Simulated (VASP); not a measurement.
Runs of VASP 6.6.1 on AlNi. The structure is that of space group P4/mmm (No. 123), or close to it. The cells are those of the table. 

```tsv
cell	further INCAR settings	gap on the mesh (eV)	pressure (GPa)
a = 3.001, b = 3.001, c = 2.639 Å, 2 atoms	ALGO = Fast; EDIFF = 1e-07; NBANDS = 14	none	(a)
a = 2.763, b = 2.763, c = 3.098 Å, 2 atoms	ALGO = Fast; EDIFF = 1e-06; NBANDS = 14	none	-0.8
a = 2.763, b = 2.763, c = 3.022 Å, 2 atoms	ALGO = Fast; EDIFF = 1e-06; NBANDS = 14	none	3.3
a = 2.906, b = 2.906, c = 2.639 Å, 2 atoms	ALGO = Fast; EDIFF = 1e-07; NBANDS = 14	none	(b)
a = 2.954, b = 2.954, c = 2.639 Å, 2 atoms	ALGO = Fast; EDIFF = 1e-07; NBANDS = 14	none	4.4
a = 2.716, b = 2.716, c = 3.098 Å, 2 atoms	ALGO = Fast; EDIFF = 1e-06; NBANDS = 14	none	5.4
a = 2.716, b = 2.716, c = 3.022 Å, 2 atoms	ALGO = Fast; EDIFF = 1e-06; NBANDS = 14	none	10.5
```

Alike in all rows: task single point; level PBEsol; potentials or basis VASP PAW PBE potentials, release 64 (Al, Ni); no spin polarisation; k mesh 16 × 16 × 16; cutoff (eV) 520; smearing gaussian 0.15 eV.

Problem. Fill in the values left out.

Solution. (a) -0.9; (b) 10.7.

Caveats: the PAW data sets were made with another functional, which shifts forces and pressure a little.

A gap of «none» marks levels without a gap at the run's occupations.
